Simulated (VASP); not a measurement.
Input of a VASP 6.6.1 run:

Contents of INCAR:

```
SYSTEM = Pt
  ALGO = Normal
  EDIFF = 1E-6
  ENCUT = 500
  GGA = CA
  GGA_COMPAT = .FALSE.
  ISIF = 2
  ISMEAR = 0
  LASPH = .TRUE.
  LCHARG = .FALSE.
  LREAL = .FALSE.
  LWAVE = .FALSE.
  NBANDS = 11
  NELM = 120
  PREC = Accurate
  SIGMA = 0.1
```

Contents of KPOINTS:

```
k-points
0
G
  13 13 13
  0 0 0
```

File POSCAR:

```
Pt
1.0
    2.7439500215     -0.0000000152     -0.0000000263
   -0.9146499928      2.5870208950     -0.0000000263
   -0.9146499928     -1.2935104095      2.2404258371
Pt
1
Direct
    0.0000000000      0.0000000000      0.0000000000
```

Potentials or basis: VASP PAW LDA potentials, release 64 (Pt).

Command:

```console
$ cat potpaw_LDA.64/Pt/POTCAR > POTCAR
$ mpirun -np 1 vasp_std > vasp.out
```

Task: What does it give for the band gap on the k mesh?

Result: Zero (bands 5 and 6 overlap by 2.01 eV).

Task: What does it give for the pressure?

Result: -15.4 GPa.

Caveat: the cell stands under tension; spin-orbit coupling is left out, which moves the levels of the heavy elements.
